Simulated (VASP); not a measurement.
# SiC (P1) in VASP: relaxation of the atoms with PBE

Aim: the relaxation of the atoms of SiC with PBE.

All numbers are computed with VASP 6.6.1; they aren't measurements. Logs are shortened: lines on timing, memory, paths and dates and some standing lists are left out, and cuts for length are marked.

## (1) The cell of the first run

The typed cell holds 4 atoms: a = 3.076 Å, b = 3.076 Å, c = 5.048 Å, α = 90.00°, β = 90.00°, γ = 120.00°.

## (2) Relaxation of the atoms, PBE (atoms moved at random)

The input, INCAR:

```
SYSTEM = SiC
GGA = PE
ISMEAR = 0
SIGMA = 0.03
LWAVE = .FALSE.
LCHARG = .FALSE.
ISIF = 2
NSW = 120
PREC = Accurate
LASPH = .TRUE.
LREAL = .FALSE.
ALGO = Normal
EDIFF = 1E-7
NELM = 120
GGA_COMPAT = .FALSE.
IBRION = 2
EDIFFG = -0.002
NELMIN = 4
ENCUT = 640
EFERMI = MIDGAP
KPAR = 2
```

The input, KPOINTS:

```
Automatic mesh
0
Gamma
  8 8 5
  0 0 0
```

The input, POSCAR:

```
SiC
1.0
    3.0760000000      0.0000000000      0.0000000000
   -1.5380000000      2.6638941420      0.0000000000
    0.0000000000      0.0000000000      5.0480000000
Si C
2 2
Direct
    0.6796820000      0.2994540000      0.5067900000
    0.3167510000      0.6096700000      0.0027990000
    0.6536670000      0.3357220000      0.8669840000
    0.3558160000      0.6528810000      0.3971890000
```

Potentials or basis: VASP PAW PBE potentials, release 64 (Si, C).

Started as:

```sh
$ cat potpaw_PBE.64/Si/POTCAR potpaw_PBE.64/C/POTCAR > POTCAR
$ mpirun -np 2 vasp_std > vasp.out
```

OUTCAR:

```text
SYSTEM = SiC
   GGA = PE
   ISMEAR = 0
   ISIF = 2
   NSW = 120
   PREC = Accurate
   LASPH = .TRUE.
   LREAL = .FALSE.
   EDIFF = 1E-7
   NELM = 120
   IBRION = 2
   EDIFFG = -0.002
   NELMIN = 4
   ENCUT = 640
   EFERMI = MIDGAP

 ion  position               nearest neighbor table
   1  0.680  0.299  0.507-   4 1.81   3 1.83   4 1.88   4 1.89   2 3.02   2 3.06   2 3.08   2 3.11
                             2 3.11   2 3.14
   2  0.317  0.610  0.003-   3 1.77   3 1.90   4 1.99   3 2.05   1 3.02   1 3.06   1 3.08   1 3.11
                             1 3.11   1 3.14
   3  0.654  0.336  0.867-   2 1.77   1 1.83   2 1.90   2 2.05
   4  0.356  0.653  0.397-   1 1.81   1 1.88   1 1.89   2 1.99

  LATTYP: Found a hexagonal cell.
 ALAT       =     3.0760000000
 C/A-ratio  =     1.6410923277

  Lattice vectors:

 A1 = (   3.0760000000,   0.0000000000,   0.0000000000)
 A2 = (  -1.5380000000,   2.6638941420,   0.0000000000)
 A3 = (   0.0000000000,   0.0000000000,   5.0480000000)

Analysis of symmetry for initial positions (statically):
=====================================================================
 Subroutine PRICEL returns:
 Original cell was already a primitive cell.

 Routine SETGRP: Setting up the symmetry group for a
 hexagonal supercell.

 Subroutine GETGRP returns: Found  1 space group operations
 (whereof  1 operations were pure point group operations)
 out of a pool of 24 trial point group operations.

The static configuration has the point symmetry C_1 .

Analysis of symmetry for dynamics (positions and initial velocities):
=====================================================================
 Subroutine PRICEL returns:
 Original cell was already a primitive cell.

 Routine SETGRP: Setting up the symmetry group for a
 hexagonal supercell.

 Subroutine GETGRP returns: Found  1 space group operations
 (whereof  1 operations were pure point group operations)
 out of a pool of 24 trial point group operations.

The dynamic configuration has the point symmetry C_1 .

 Subroutine INISYM returns: Found  1 space group operations
 (whereof  1 operations are pure point group operations),
 and found     1 'primitive' translations

----------------------------------------------------------------------------------------

                                     Primitive cell

  volume of cell :      41.3640

  direct lattice vectors                    reciprocal lattice vectors
     3.076000000  0.000000000  0.000000000     0.325097529  0.187695146  0.000000000
    -1.538000000  2.663894142  0.000000000     0.000000000  0.375390292  0.000000000
     0.000000000  0.000000000  5.048000000     0.000000000  0.000000000  0.198098257

  length of vectors
     3.076000000  3.076000000  5.048000000     0.375390292  0.375390292  0.198098257

  position of ions in fractional coordinates (direct lattice)
     0.679682000  0.299454000  0.506790000
     0.316751000  0.609670000  0.002799000
     0.653667000  0.335722000  0.866984000
     0.355816000  0.652881000  0.397189000

  ion indices of the primitive-cell ions
   primitive index   ion index
                 1           1
                 2           2
                 3           3
                 4           4

----------------------------------------------------------------------------------------

 KPOINTS: Automatic mesh

Automatic generation of k-mesh.
 Grid dimensions read from file:
 generate k-points for:    8    8    5

 Generating k-lattice:

  Cartesian coordinates                     Fractional coordinates (reciprocal lattice)
     0.040637191  0.023461893  0.000000000     0.125000000  0.000000000  0.000000000
     0.000000000  0.046923787  0.000000000     0.000000000  0.125000000  0.000000000
     0.000000000  0.000000000  0.039619651     0.000000000  0.000000000  0.200000000

  Length of vectors
     0.046923787  0.046923787  0.039619651

  Shift w.r.t. Gamma in fractional coordinates (k-lattice)
     0.000000000  0.000000000  0.000000000

 Subroutine IBZKPT returns following result:
 ===========================================

 Found    162 irreducible k-points:

 Following reciprocal coordinates:
            Coordinates               Weight
  0.000000  0.000000  0.000000      1.000000
  0.125000  0.000000  0.000000      2.000000
  0.000000  0.125000  0.000000      2.000000
 -0.125000  0.125000  0.000000      2.000000
  0.250000  0.000000  0.000000      2.000000
  0.000000  0.250000  0.000000      2.000000
[... 16 lines left out ...]
  0.375000  0.125000  0.000000      2.000000
 -0.125000  0.500000  0.000000      2.000000
 [... further k-points ...]
   k-points           NKPTS =    162   k-points in BZ     NKDIM =    162   number of bands    NBANDS=     12
   number of dos      NEDOS =    301   number of ions     NIONS =      4
   total plane-waves  NPLWV =  32928
   dimension x,y,z NGX =    28 NGY =   28 NGZ =   42
   dimension x,y,z NGXF=    56 NGYF=   56 NGZF=   84
   ions per type =               2   2
   NGX,Y,Z   is equivalent  to a cutoff of  15.13, 15.13, 13.83 a.u.
   NGXF,Y,Z  is equivalent  to a cutoff of  30.27, 30.27, 27.66 a.u.
 SYSTEM =  SiC
   PREC   = accura    normal or accurate (medium, high low for compatibility)
   ISTART =      0    job   : 0-new  1-cont  2-samecut
   ICHARG =      2    charge: 1-file 2-atom 10-const
   ISPIN  =      1    spin polarized calculation?
   LNONCOLLINEAR =      F non collinear calculations
   LSORBIT =      F    spin-orbit coupling
   LASPH  =      T    aspherical Exc in radial PAW
   ENCUT  =  640.0 eV  47.04 Ry    6.86 a.u.   6.35  6.35 10.41*2*pi/ulx,y,z
   NELM   =    120;   NELMIN=  4; NELMDL= -5     # of ELM steps
   EDIFF  = 0.1E-06   stopping-criterion for ELM
   LREAL  =      F    real-space projection
   EDIFFG = -.2E-02   stopping-criterion for IOM
   NSW    =    120    number of steps for IOM
   IBRION =      2    ionic relax: 0-MD 1-quasi-New 2-CG
   NFREE  =      1    steps in history (QN), initial steepest desc. (CG)
   ISIF   =      2    stress and relaxation
   ISYM   =      2    0-nonsym 1-usesym 2-fastsym
   POTIM  = 0.5000    time-step for ionic-motion
   TEBEG  =    0.0;   TEEND  =   0.0 temperature during run

   SCALEE = 1.0000    scale energy and forces
   PSTRESS=    0.0 pullay stress
   NELECT =      16.0000    total number of electrons
   NUPDOWN=      -1.0000    fix difference up-down
   EMIN   =  10.00;   EMAX   =-10.00  energy-range for DOS
   EFERMI =   0.00;   METHOD = MIDGAP
   ISMEAR =     0;   SIGMA  =   0.03  broadening in eV -4-tet -1-fermi 0-gaus
   EFERMI_NEDOS =   21; number of points for ismear=-14 and -15
   IALGO  =     38    algorithm
   IMIX   =      4    mixing-type and parameters
     AMIX     =   0.40;   BMIX     =  1.00
     AMIX_MAG =   1.60;   BMIX_MAG =  1.00
  volume/ion in A,a.u.               =      10.34        69.78
  Fermi-wavevector in a.u.,A,eV,Ry     =   1.192817  2.254098 19.358549  1.422813
  Thomas-Fermi vector in A             =   2.328847
   LORBIT       =      0    0 simple, 1 ext, 2 COOP (PROOUT), +10 PAW based schemes
   GGA     = PE    functional components
   LHFCALC =     F    Hartree Fock is set to
   AEXX    =    0.0000 exact exchange contribution
   IVDW    =     0    specifies the selected vdW correction
   LEPSILON=     F    determine dielectric tensor
   LRPA    =     F    only Hartree local field effects (RPA)

   CSHIFT  =0.1000    complex shift for real part using Kramers Kronig

   OMEGAMAX=  -1.0    maximum frequency
 conjugate gradient relaxation of ions
 non-spin polarized calculation
 Gauss-broadening in eV      SIGMA  =   0.03
  energy-cutoff  :      640.00
  volume of cell :       41.36
 maximum number of plane-waves:      1535
 NGX is ok and might be reduce to    28
   NGX = 13   NGY = 13   NGZ = 21

--------------------------------------- Ionic step        1  -------------------------------------------

 number of electron      16.0000000 magnetization

 Free energy of the ion-electron system (eV)
  ---------------------------------------------------
  ext. energy  EPLUGINS =         0.00000000
  ---------------------------------------------------
  free energy    TOTEN  =       -29.61744501 eV

  energy without entropy =      -29.61744501  energy(sigma->0) =      -29.61744501

------------------------ aborting loop because EDIFF is reached ----------------------------------------

  FORCE on cell =-STRESS in cart. coord.  units (eV):
  Direction    XX          YY          ZZ          XY          YZ          ZX
  --------------------------------------------------------------------------------------
  -------------------------------------------------------------------------------------
  Total        2.0528712      1.2964365      1.5605711     -0.9828602      1.0391292     -0.9608731
  in kB       79.5151075     50.2156615     60.4465484    -38.0697226     40.2492214    -37.2180795
  external PRESSURE =      63.3924391 kB  Pullay stress =       0.0000000 kB
[... 95 lines left out ...]
  FREE ENERGIE OF THE ION-ELECTRON SYSTEM (eV)
  ---------------------------------------------------
  free  energy   TOTEN  =       -30.0572199418 eV

  energy  without entropy=      -30.0572199418  energy(sigma->0) =      -30.05721994

[... ionic steps 4 to 14 ...]

--------------------------------------- Ionic step       15  -------------------------------------------

 number of electron      15.9999999 magnetization

------------------------ aborting loop because EDIFF is reached ----------------------------------------
[... 71 lines left out ...]
--------------------------------------- Ionic step       17  -------------------------------------------

 number of electron      15.9999999 magnetization

 Free energy of the ion-electron system (eV)
  ---------------------------------------------------
  ext. energy  EPLUGINS =         0.00000000
  ---------------------------------------------------
  free energy    TOTEN  =       -30.10757636 eV

  energy without entropy =      -30.10757636  energy(sigma->0) =      -30.10757636

 E-fermi :   9.5235     XC(G=0): -11.3500

 val. band max:        8.2594370976   @ k =   0.0000   0.0000   0.0000
 cond. band min:      10.7875524130   @ k =  -0.2500  -0.3750   0.0000
 fundamental gap:      2.5281153154
 Fermi energy:         9.5234947553

 k-point     1 :       0.0000    0.0000    0.0000
  band No.  band energies     occupation
      1      -7.3098      2.00000
      2      -3.7431      2.00000
      3      -0.4383      2.00000
      4       6.9418      2.00000
      5       6.9423      2.00000
      6       8.1476      2.00000
      7       8.2589      2.00000
      8       8.2594      2.00000
      9      13.0626      0.00000
     10      14.4691      0.00000
     11      14.9244      0.00000
     12      14.9257      0.00000
[... 331 lines left out ...]
 k-point    24 :      -0.1250    0.5000    0.0000
  band No.  band energies     occupation
      1      -4.1752      2.00000
      2      -2.2576      2.00000
      3       0.6368      2.00000
      4       2.3538      2.00000
      5       2.7833      2.00000
      6       3.9880      2.00000
      7       5.2802      2.00000
      8       6.2697      2.00000
      9      11.9586      0.00000
     10      12.6016      0.00000
     11      15.5847      0.00000
     12      16.2322      0.00000

 [... further k-points ...]
[... 5 lines left out ...]
  --------------------------------------------------------------------------------------
  -------------------------------------------------------------------------------------
  Total        0.8269975      0.8253454      0.8091420     -0.0006671     -0.0003668     -0.0000178
  in kB       32.0325970     31.9686036     31.3409887     -0.0258409     -0.0142062     -0.0006891
  external PRESSURE =      31.7807298 kB  Pullay stress =       0.0000000 kB
[... 19 lines left out ...]
  FREE ENERGIE OF THE ION-ELECTRON SYSTEM (eV)
  ---------------------------------------------------
  free  energy   TOTEN  =       -30.1075763621 eV

  energy  without entropy=      -30.1075763621  energy(sigma->0) =      -30.10757636

 reached required accuracy - stopping structural energy minimisation
```

Run time: 5.3 min. Hardware: 2 MPI ranks of AMD EPYC 7R13 (Zen 3), shared host; peak memory 0.22 GiB.

Results:

```yaml
Free_energy: -30.1076 eV
Energy_gained_by_relaxing: 122.5 meV/atom
Ionic_steps: 17
Pressure_after_relaxing: 3.2 GPa
Band_gap_on_the_k_mesh: 2.53 eV (least direct gap 3.97 eV)
```

The path:
```
step  energy change (eV)  largest force (eV/Å)  pressure (GPa)
   1              0.0000                3.5281            6.34
   2             -0.2765                2.1361            4.40
   3             -0.4398                1.0158            3.31
   4             -0.4652                0.7975            3.25
   5             -0.4762                0.3402            3.14
   6             -0.4821                0.2370            3.16
   7             -0.4822                0.2515            3.16
   8             -0.4868                0.1527            3.17
   9             -0.4892                0.1502            3.18
  10             -0.4899                0.0782            3.18
  11             -0.4901                0.0203            3.18
  12             -0.4901                0.0177            3.18
  13             -0.4901                0.0046            3.18
  14             -0.4901                0.0046            3.18
  15             -0.4901                0.0035            3.18
  16             -0.4901                0.0034            3.18
  17             -0.4901                0.0019            3.18
```

Final structure:
```yaml
crystal:
  lattice:
    - [3.07600, 0.00000, 0.00000]
    - [-1.53800, 2.66389, 0.00000]
    - [0.00000, 0.00000, 5.04800]
  atoms:
    - { symbol: Si, position: [0.66819, 0.30775, 0.50553] }
    - { symbol: Si, position: [0.33478, 0.64113, 0.00553] }
    - { symbol: C, position: [0.66811, 0.30780, 0.88134] }
    - { symbol: C, position: [0.33485, 0.64106, 0.38136] }
```

Levels at points of the mesh, in eV from the valence-band top:
| k point | band 6 | band 7 | band 8 | band 9 | band 10 | band 11 |
| --- | --- | --- | --- | --- | --- | --- |
| (0.00, 0.00, 0.00) | -0.11 | 0.00 | 0.00 | 4.80 | 6.21 | 6.67 |
| (0.50, 0.00, 0.00) | -3.32 | -3.29 | -1.20 | 2.78 | 4.22 | 6.88 |
| (0.00, 0.50, 0.00) | -3.32 | -3.29 | -1.20 | 2.78 | 4.22 | 6.88 |
| (0.50, 0.50, 0.00) | -3.32 | -3.29 | -1.20 | 2.78 | 4.23 | 6.88 |

Caveat: the cell differs from its parent crystal (atoms moved at random); an odd mesh through Γ misses points on the zone boundary, where band edges can lie.
